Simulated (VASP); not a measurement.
# SrTiO3 (Cm) in VASP: single point with PBE

Aim: the single point of SrTiO3 with PBE.

Program: VASP 6.6.1. These are calculated values, not measurements. Logs are shortened: lines on timing, memory, paths and dates and some standing lists are left out, and cuts for length are marked.

## 1. The cell of the first run

It takes space group Cm (No. 8, monoclinic). The conventional cell has a = 7.857 Å, b = 7.857 Å, c = 5.568 Å, α = 90.00°, β = 134.87°, γ = 90.00°. Within 3.5 Å of Sr (site symmetry m) lie 12 O at 2.67 to 2.91 Å and 8 Ti at 3.41 Å. Within 3.5 Å of Sr (site symmetry m) lie 12 O at 2.62 to 2.95 Å and 8 Ti at 3.41 Å. Ti (site symmetry 1) has 6 O at 1.97 Å within 2.6 Å. Within 2.6 Å of O (site symmetry 1) lie 2 Ti at 1.97 Å. Within 3.0 Å of O (site symmetry m) lie 2 Ti at 1.97 Å and 4 Sr at 2.62 to 2.95 Å and 8 O at 2.74 to 2.84 Å. O (site symmetry 1) has 2 Ti at 1.97 Å and 4 Sr at 2.67 to 2.91 Å and 8 O at 2.79 Å within 3.0 Å. O (site symmetry m) has 2 Ti at 1.97 Å and 4 Sr at 2.67 to 2.91 Å and 8 O at 2.79 Å within 3.0 Å.

## 2. Single point, PBE (atom 7 (O) moved -0.067 Å along Cartesian [0 0 1])

Contents of INCAR:

```
ALGO     = Normal         # electronic algorithm
EDIFF    = 1E-6           # SCF threshold, eV
ENCUT    = 520            # plane-wave cutoff, eV
GGA      = PE             # functional
ISIF     = 2              # what is computed and relaxed
ISMEAR   = 0              # smearing method
LASPH    = T              # aspherical terms in the spheres
LCHARG   = F              # write CHGCAR
LREAL    = F              # projectors in reciprocal space
LWAVE    = F              # write WAVECAR
NBANDS   = 51             # bands
NELM     = 60             # most SCF steps
PREC     = Accurate       # precision mode
SIGMA    = 0.05           # smearing width, eV
```

Contents of KPOINTS:

```
k-points
0
Gamma
  8 8 8
```

Contents of POSCAR:

```
SrTiO3
1.0
   -2.7777137596      2.7777137596      3.9464442078
    2.7777137596     -2.7777137596      3.9464442078
    2.7777137596      2.7777137596     -3.9464442078
Sr Ti O
2 2 6
Direct
    0.7500000000      0.2500000000      0.5000000000
    0.2500000000      0.7500000000      0.5000000000
    0.0000000000      0.0000000000      0.0000000000
    0.5000000000      0.5000000000      0.0000000000
    0.2500000000      0.2500000000      0.0000000000
    0.7500000000      0.7500000000      0.0000000000
    0.7197443153      0.2197443153      0.9563899212
    0.2281949606      0.2718050394      0.5000000000
    0.2718050394      0.7718050394      0.0436100788
    0.7718050394      0.7281949606      0.5000000000
```

Potentials or basis: VASP PAW PBE potentials, release 64 (Sr_sv, Ti_sv, O).

Run with:

```
$ cat potpaw_PBE.64/Sr_sv/POTCAR potpaw_PBE.64/Ti_sv/POTCAR potpaw_PBE.64/O/POTCAR > POTCAR
$ mpirun -np 1 vasp_std > vasp.out
```

OUTCAR:

```text
EDIFF = 1E-6
   ENCUT = 520
   GGA = PE
   ISIF = 2
   ISMEAR = 0
   LASPH = T
   LREAL = F
   NELM = 60
   PREC = Accurate

 ion  position               nearest neighbor table
   1  0.750  0.250  0.500-   8 2.67   9 2.67  10 2.67   7 2.72   5 2.78   6 2.78   6 2.78   5 2.78
                             7 2.86   9 2.91   8 2.91  10 2.91   4 3.41   3 3.41   4 3.41   4 3.41
   2  0.250  0.750  0.500-   7 2.62   8 2.67  10 2.67   9 2.67   5 2.78   6 2.78   5 2.78   6 2.78
                            10 2.91   8 2.91   9 2.91   7 2.95   4 3.41   3 3.41   4 3.41   3 3.41
   3  0.000  0.000  0.000-   9 1.97   8 1.97  10 1.97   7 1.97   5 1.97   6 1.97   1 3.41   2 3.41
                             1 3.41   1 3.41   2 3.41   2 3.41   1 3.41   2 3.41
   4  0.500  0.500  0.000-   9 1.97  10 1.97   8 1.97   7 1.97   5 1.97   6 1.97   1 3.41   2 3.41
                             2 3.41   1 3.41   2 3.41   1 3.41   2 3.41   1 3.41
   5  0.250  0.250  0.000-   3 1.97   4 1.97   1 2.78   2 2.78   2 2.78   1 2.78
   6  0.750  0.750  0.000-   3 1.97   4 1.97   1 2.78   2 2.78   1 2.78   2 2.78
   7  0.720  0.220  0.956-   3 1.97   4 1.97   2 2.62   1 2.72   1 2.86   2 2.95
   8  0.228  0.272  0.500-   4 1.97   3 1.97   1 2.67   2 2.67   1 2.91   2 2.91
   9  0.272  0.772  0.044-   3 1.97   4 1.97   1 2.67   2 2.67   1 2.91   2 2.91
  10  0.772  0.728  0.500-   3 1.97   4 1.97   1 2.67   2 2.67   1 2.91   2 2.91

  LATTYP: Found a body centered tetragonal cell.
 ALAT       =     5.5554275192
 C/A-ratio  =     1.4207526582

  Lattice vectors:

 A1 = (  -2.7777137596,   2.7777137596,   3.9464442078)
 A2 = (   2.7777137596,  -2.7777137596,   3.9464442078)
 A3 = (   2.7777137596,   2.7777137596,  -3.9464442078)

Analysis of symmetry for initial positions (statically):
=====================================================================
 Subroutine PRICEL returns:
 Original cell was already a primitive cell.

 Routine SETGRP: Setting up the symmetry group for a
 body centered tetragonal supercell.

 Subroutine GETGRP returns: Found  2 space group operations
 (whereof  1 operations were pure point group operations)
 out of a pool of 16 trial point group operations.

The static configuration has the point symmetry C_1 .
 The point group associated with its full space group is C_1h.

Analysis of symmetry for dynamics (positions and initial velocities):
=====================================================================
 Subroutine PRICEL returns:
 Original cell was already a primitive cell.

 Routine SETGRP: Setting up the symmetry group for a
 body centered tetragonal supercell.

[... 132 lines left out ...]
   NELECT =      80.0000    total number of electrons
   NUPDOWN=      -1.0000    fix difference up-down
   EMIN   =  10.00;   EMAX   =-10.00  energy-range for DOS
   EFERMI =   0.00;   METHOD = LEGACY
   ISMEAR =     0;   SIGMA  =   0.05  broadening in eV -4-tet -1-fermi 0-gaus
   EFERMI_NEDOS =   21; number of points for ismear=-14 and -15
   IALGO  =     38    algorithm
   IMIX   =      4    mixing-type and parameters
     AMIX     =   0.40;   BMIX     =  1.00
     AMIX_MAG =   1.60;   BMIX_MAG =  1.00
  volume/ion in A,a.u.               =      12.18        82.19
  Fermi-wavevector in a.u.,A,eV,Ry     =   1.423064  2.689202 27.553320  2.025112
  Thomas-Fermi vector in A             =   2.543702
   LORBIT       =      0    0 simple, 1 ext, 2 COOP (PROOUT), +10 PAW based schemes
   GGA     = PE    functional components
   LHFCALC =     F    Hartree Fock is set to
   AEXX    =    0.0000 exact exchange contribution
   IVDW    =     0    specifies the selected vdW correction
   LEPSILON=     F    determine dielectric tensor
   LRPA    =     F    only Hartree local field effects (RPA)
 non-spin polarized calculation
 Gauss-broadening in eV      SIGMA  =   0.05
  energy-cutoff  :      520.00
  volume of cell :      121.80
 maximum number of plane-waves:      3295
 NGX is ok and might be reduce to    42
   NGX = 21   NGY = 21   NGZ = 21

 number of electron      80.0000027 magnetization

 Free energy of the ion-electron system (eV)
  ---------------------------------------------------
  ext. energy  EPLUGINS =         0.00000000
  ---------------------------------------------------
  free energy    TOTEN  =       -80.20241610 eV

  energy without entropy =      -80.20241610  energy(sigma->0) =      -80.20241610

 E-fermi :   4.1777     XC(G=0): -11.1531

 val. band max:        3.8897483691   @ k =   0.0000   0.0000  -0.1250
 cond. band min:       5.7871317584   @ k =   0.0000   0.0000   0.0000
 fundamental gap:      1.8973833893
 Fermi energy:         4.1777111413

 k-point     1 :       0.0000    0.0000    0.0000
  band No.  band energies     occupation
      1     -52.6302      2.00000
      2     -52.6263      2.00000
      3     -28.9163      2.00000
      4     -28.9148      2.00000
      5     -28.9143      2.00000
      6     -28.8601      2.00000
[... 1285 lines left out ...]
     50      10.8053      0.00000
     51      11.2718      0.00000

 [... further k-points ...]

------------------------ aborting loop because EDIFF is reached ----------------------------------------

  FORCE on cell =-STRESS in cart. coord.  units (eV):
  Direction    XX          YY          ZZ          XY          YZ          ZX
  --------------------------------------------------------------------------------------
  -------------------------------------------------------------------------------------
  Total        0.4533302      0.4533302      0.4875137      0.0129481      0.0496182      0.0496183
  in kB        5.9632675      5.9632675      6.4129299      0.1703235      0.6526961      0.6526965
  external PRESSURE =       6.1131550 kB  Pullay stress =       0.0000000 kB

 VOLUME and BASIS-vectors are now :
 -----------------------------------------------------------------------------
  energy-cutoff  :      520.00
  volume of cell :      121.80
      direct lattice vectors                 reciprocal lattice vectors
    -2.777713760  2.777713760  3.946444208     0.000000000  0.180004148  0.126696331
     2.777713760 -2.777713760  3.946444208     0.180004148  0.000000000  0.126696331
     2.777713760  2.777713760 -3.946444208     0.180004148  0.180004148  0.000000000

 POSITION                                       TOTAL-FORCE (eV/Angst)
 -----------------------------------------------------------------------------------
      0.00000      2.77771      1.97322        -0.020883     -0.020883      0.002247
      2.77771      0.00000      1.97322         0.014793      0.014793     -0.005741
      0.00000      0.00000      0.00000         0.002670     -0.002830     -0.002034
      0.00000      0.00000      3.94644        -0.002830      0.002670     -0.002034
      0.00000      0.00000      1.97322         0.125439     -0.125042     -0.175491
      0.00000      0.00000      5.91967        -0.125042      0.125439     -0.175491
      1.26772      4.04543     -0.06670         0.009240      0.009240      0.336996
      1.50999      1.26772      0.00000        -0.003497      0.003329      0.026435
      1.50999     -1.26772      3.94644        -0.003219     -0.003219     -0.031322
      1.26772      1.50999      3.94644         0.003329     -0.003497      0.026435
 -----------------------------------------------------------------------------------
    total drift:                                0.000196      0.000196     -0.000138

  FREE ENERGIE OF THE ION-ELECTRON SYSTEM (eV)
  ---------------------------------------------------
  free  energy   TOTEN  =       -80.2024160964 eV

  energy  without entropy=      -80.2024160964  energy(sigma->0) =      -80.20241610
```

OSZICAR:

```text
N       E                     dE             d eps       ncg     rms          rms(c)
DAV:   1     0.978860991829E+03    0.97886E+03   -0.40188E+04 15300   0.171E+03
DAV:   2     0.485100946457E+02   -0.93035E+03   -0.87365E+03 16598   0.494E+02
DAV:   3    -0.935551014394E+02   -0.14207E+03   -0.13926E+03 19976   0.184E+02
DAV:   4    -0.100790662011E+03   -0.72356E+01   -0.72176E+01 22872   0.412E+01
DAV:   5    -0.101111421124E+03   -0.32076E+00   -0.32043E+00 22000   0.694E+00    0.368E+01
DAV:   6    -0.798639342215E+02    0.21247E+02   -0.11205E+02 22632   0.706E+01    0.217E+01
DAV:   7    -0.803831479314E+02   -0.51921E+00   -0.19274E+01 20801   0.248E+01    0.153E+01
DAV:   8    -0.803161683406E+02    0.66980E-01   -0.30255E+00 21309   0.142E+01    0.421E+00
DAV:   9    -0.802126879166E+02    0.10348E+00   -0.75988E-01 21258   0.647E+00    0.138E+00
DAV:  10    -0.802328934878E+02   -0.20206E-01   -0.31469E-01 18654   0.267E+00    0.152E+00
DAV:  11    -0.802019421439E+02    0.30951E-01   -0.82227E-02 20380   0.225E+00    0.185E-01
DAV:  12    -0.802025034311E+02   -0.56129E-03   -0.11859E-02 19366   0.478E-01    0.128E-01
DAV:  13    -0.802023745448E+02    0.12889E-03   -0.11758E-03 22093   0.285E-01    0.601E-02
DAV:  14    -0.802024620426E+02   -0.87498E-04   -0.43904E-04 22041   0.141E-01    0.602E-02
DAV:  15    -0.802024204174E+02    0.41625E-04   -0.67938E-05 20506   0.690E-02    0.262E-02
DAV:  16    -0.802024162339E+02    0.41835E-05   -0.76753E-05 22132   0.427E-02    0.943E-03
DAV:  17    -0.802024160964E+02    0.13749E-06   -0.61710E-06 16078   0.149E-02
   1 F= -.80202416E+02 E0= -.80202416E+02  d E =-.109898E-17
```

stdout:

```text
POSCAR found type information on POSCAR SrTiO
 POSCAR found :  3 types and      10 ions
 scaLAPACK will be used
 LDA part: xc-table for (Slater+PW92), standard interpolation
 POSCAR, INCAR and KPOINTS ok, starting setup
 FFT: planning ... GRIDC
 FFT: planning ... GRID_SOFT
 FFT: planning ... GRID
 WAVECAR not read
 entering main loop
```

Wall time 33 min (1 thread of Oxide Virtual Turin-like, shared host); peak memory 0.76 GiB.

What came out:

```yaml
Free_energy: -80.2024 eV
Pressure: 0.6 GPa
Largest_force: 0.337 eV/Å
Band_gap_on_the_k_mesh: 1.90 eV
```

Forces in eV/Å, atoms in the order of the input:
```
Sr  -0.021 -0.021  0.002
Sr   0.015  0.015 -0.006
Ti   0.003 -0.003 -0.002
Ti  -0.003  0.003 -0.002
O    0.125 -0.125 -0.175
O   -0.125  0.125 -0.175
O    0.009  0.009  0.337
O   -0.003  0.003  0.026
O   -0.003 -0.003 -0.031
O    0.003 -0.003  0.026
```

Stress tensor (GPa, compression positive):
```
0.60 0.02 0.07
0.02 0.60 0.07
0.07 0.07 0.64
```

Caveat: the cell differs from its parent crystal (atom 7 (O) moved -0.067 Å along Cartesian [0 0 1]). A k mesh can miss the band edges.
